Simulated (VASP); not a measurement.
Set up this calculation in VASP 6.6.1, as the native input.

```
Task                   : relaxation of cell and atoms
Functional             : r2SCAN
Potentials or basis    : VASP PAW PBE potentials, release 64 (Hf_pv, N)
Cutoff                 : 660 eV
k mesh                 : 11 × 11 × 11
Occupations            : fermi-dirac, width 0.15 eV
Spin                   : no spin polarisation
Dipole correction      : no
Further INCAR settings : ALGO = Normal; EDIFF = 1e-07; IBRION = 2; EDIFFG = -0.01; NSW = 80; ISIF = 3
```

The system is HfN.

```xyz
2
Lattice="0.0000 2.4548 2.4548 2.4548 0.0000 2.4548 2.4548 2.4548 0.0000" Properties=species:S:1:pos:R:3 pbc="T T T"
Hf    0.0000    0.0000    0.0000
N     1.2274    1.2274    1.2274
```

The input as run:

POSCAR

```
HfN
1.0
    0.0000000000      2.4548220000      2.4548220000
    2.4548220000      0.0000000000      2.4548220000
    2.4548220000      2.4548220000      0.0000000000
Hf N
1 1
Direct
    0.0000000000      0.0000000000      0.0000000000
    0.2500000000      0.2500000000      0.2500000000
```

INCAR.step1

```
ALGO = Normal
EDIFF = 1E-5
EDIFFG = -0.005
ENCUT = 660
GGA = PE
GGA_COMPAT = F
IBRION = 2
ISIF = 3
ISMEAR = -1
LASPH = T
LCHARG = F
LREAL = F
LWAVE = T
NELM = 120
NELMIN = 4
NSW = 100
PREC = Accurate
SIGMA = 0.15
```

INCAR.step2

```
ALGO = Normal
EDIFF = 1E-7
EDIFFG = -0.01
ENCUT = 660
GGA_COMPAT = F
IBRION = 2
ISIF = 3
ISMEAR = -1
ISTART = 1
LASPH = T
LCHARG = F
LMIXTAU = T
LREAL = F
LWAVE = F
METAGGA = R2SCAN
NELM = 120
NELMIN = 4
NSW = 80
PREC = Accurate
SIGMA = 0.15
```

KPOINTS

```
k-points
0
Gamma
  11 11 11
```

Potentials or basis: VASP PAW PBE potentials, release 64 (Hf_pv, N).

Command:

```bash
$ cat potpaw_PBE.64/Hf_pv/POTCAR potpaw_PBE.64/N/POTCAR > POTCAR
$ cp INCAR.step1 INCAR
$ mpirun -np 1 vasp_std > vasp.out
$ cp INCAR.step2 INCAR
$ mpirun -np 1 vasp_std > vasp.out
```

It gave:

The relaxed volume is 14.55 Å³/atom, the relaxed cell is a = 3.453 Å, b = 3.453 Å, c = 3.453 Å, α = 60.00°, β = 60.00°, γ = 60.00° and the space group after relaxing (to 0.1 Å) is F-43m (No. 216). The energy gained by relaxing is 2.6 meV/atom. The ionic steps are 3 and the pressure after relaxing is 0.0 GPa. The band gap on the k mesh is zero (an odd number of electrons rules out a gap without spin polarisation).

Caveat: the PAW data sets were made with another functional, which shifts forces and pressure a little; spin-orbit coupling is left out, which moves the levels of the heavy elements.

Wall time 4.1 min on 1 thread of Intel(R) Xeon(R) Platinum 8488C (Sapphire Rapids), with other jobs on the host, peak memory 0.19 GiB.
